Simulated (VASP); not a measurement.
Wanted: the native input for a VASP 6.6.1 run.

| Property | Result |
| --- | --- |
| Task | single point |
| Functional | PBE |
| Dispersion | D3(BJ) |
| Potentials or basis | VASP PAW PBE potentials, release 64 (C) |
| Cutoff | 520 eV |
| k mesh | 6 × 6 × 1 |
| Occupations | gaussian, width 0.05 eV |
| Spin | no spin polarisation |
| Dipole correction | yes |
| Further INCAR settings | LREAL = Auto; ALGO = Normal; EDIFF = 1e-07; NBANDS = 96 |

The structure of C lies in POSCAR:

```
C
1.0
    7.3800000000      0.0000000000      0.0000000000
   -3.6900000000      6.3912674799      0.0000000000
    0.0000000000      0.0000000000     23.3500000000
C
36
Direct
    0.0000000000      0.0000000000      0.5717344754
    0.1111111111      0.2222222222      0.5717344754
    0.0000000000      0.0000000000      0.4282655246
    0.2222222222      0.1111111111      0.4282655246
    0.0000000000      0.3333333333      0.5717344754
    0.1111111111      0.5555555556      0.5717344754
    0.0000000000      0.3333333333      0.4282655246
    0.2222222222      0.4444444444      0.4282655246
    0.0000000000      0.6666666667      0.5717344754
    0.1111111111      0.8888888889      0.5717344754
    0.0000000000      0.6666666667      0.4282655246
    0.2222222222      0.7777777778      0.4282655246
    0.3333333333      0.0000000000      0.5717344754
    0.4444444444      0.2222222222      0.5717344754
    0.3333333333      0.0000000000      0.4282655246
    0.5555555556      0.1111111111      0.4282655246
    0.3333333333      0.3333333333      0.5717344754
    0.4444444444      0.5555555556      0.5717344754
    0.3333333333      0.3333333333      0.4282655246
    0.5555555556      0.4444444444      0.4282655246
    0.3333333333      0.6666666667      0.5717344754
    0.4444444444      0.8888888889      0.5717344754
    0.3333333333      0.6666666667      0.4282655246
    0.5555555556      0.7777777778      0.4282655246
    0.6666666667      0.0000000000      0.5717344754
    0.7777777778      0.2222222222      0.5717344754
    0.6666666667      0.0000000000      0.4282655246
    0.8888888889      0.1111111111      0.4282655246
    0.6666666667      0.3333333333      0.5717344754
    0.7777777778      0.5555555556      0.5717344754
    0.6666666667      0.3333333333      0.4282655246
    0.8888888889      0.4444444444      0.4282655246
    0.6666666667      0.6666666667      0.5717344754
    0.7777777778      0.8888888889      0.5717344754
    0.6666666667      0.6666666667      0.4282655246
    0.8888888889      0.7777777778      0.4282655246
```

One way to write it, as run:

INCAR

```
PREC     = Accurate       # precision mode
ENCUT    = 520            # plane-wave cutoff, eV
EDIFF    = 1E-7           # SCF threshold, eV
ISMEAR   = 0              # smearing method
SIGMA    = 0.05           # smearing width, eV
LREAL    = Auto         
LASPH    = True           # aspherical terms in the spheres
NELM     = 60             # most SCF steps
ALGO     = Normal         # electronic algorithm
ISIF     = 2              # what is computed and relaxed
LWAVE    = False          # write WAVECAR
LCHARG   = False          # write CHGCAR
LDIPOL   = True         
IDIPOL   = 3            
DIPOL    = 0.5 0.5 0.500
GGA      = PE             # functional
IVDW     = 12             # dispersion correction
NBANDS   = 96             # bands
```

KPOINTS

```
regular mesh
0
Gamma
  6 6 1
```

Potentials or basis: VASP PAW PBE potentials, release 64 (C).

Run with:

```bash
$ cat potpaw_PBE.64/C/POTCAR > POTCAR
$ mpirun -np 1 vasp_std > vasp.out
```

Results of the run:

| Item | Value |
| --- | --- |
| Largest force | 0.016 eV/Å |
| Band gap on the k mesh | zero (filled and empty bands touch) |
| Dispersion energy per atom | -0.120 eV |

Wall time 26 min on 1 thread of Intel(R) Xeon(R) 6975P-C (Granite Rapids), on a shared host, peak memory 1.2 GiB.
